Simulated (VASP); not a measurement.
Here is a VASP 6.6.1 calculation.

File POSCAR:

```
Ti2B
1.0
   -2.8290690000      2.8290690000      2.3682650000
    2.8290690000     -2.8290690000      2.3682650000
    2.8290690000      2.8290690000     -2.3682650000
Ti B
4 2
Direct
    0.6644000000      0.1644000000      0.8288000000
    0.3356000000      0.8356000000      0.1712000000
    0.8356000000      0.6644000000      0.5000000000
    0.1644000000      0.3356000000      0.5000000000
    0.7500000000      0.7500000000      0.0000000000
    0.2500000000      0.2500000000      0.0000000000
```

The input INCAR.step1:

```
SYSTEM = Ti2B
ALGO = Normal
EDIFF = 1E-4
ENCUT = 520
GGA = PE
ISMEAR = -1
LASPH = .TRUE.
LCHARG = .FALSE.
LREAL = .FALSE.
LWAVE = .TRUE.
NBANDS = 36
NELM = 60
PREC = Accurate
SIGMA = 0.02
```

File INCAR.step2:

```
SYSTEM = Ti2B
ALGO = Normal
EDIFF = 1E-6
ENCUT = 520
ISIF = 2
ISMEAR = -1
ISTART = 1
LASPH = .TRUE.
LCHARG = .FALSE.
LMIXTAU = .TRUE.
LREAL = .FALSE.
LWAVE = .FALSE.
METAGGA = R2SCAN
NBANDS = 36
NELM = 60
PREC = Accurate
SIGMA = 0.02
```

KPOINTS

```
k-points
0
G
  8 8 8
  0 0 0
```

Potentials or basis: VASP PAW PBE potentials, release 64 (Ti_sv, B).

Command:

```sh
$ cat potpaw_PBE.64/Ti_sv/POTCAR potpaw_PBE.64/B/POTCAR > POTCAR
$ cp INCAR.step1 INCAR
$ mpirun -np 1 vasp_std > vasp.out
$ cp INCAR.step2 INCAR
$ mpirun -np 1 vasp_std > vasp.out
```

Problem. Estimate the largest force.

Solution. 0.142 eV/Å.

Problem. Predict the pressure.

Solution. 0.4 GPa.

Problem. What does it give for the band gap on the k mesh?

Solution. Zero (bands 27 and 28 overlap by 1.06 eV).

Stress tensor (GPa, compression positive):
```
0.08 0.00 0.00
0.00 0.08 0.00
0.00 0.00 1.06
```

Caveat: the PAW data sets were made with another functional, which shifts forces and pressure a little.
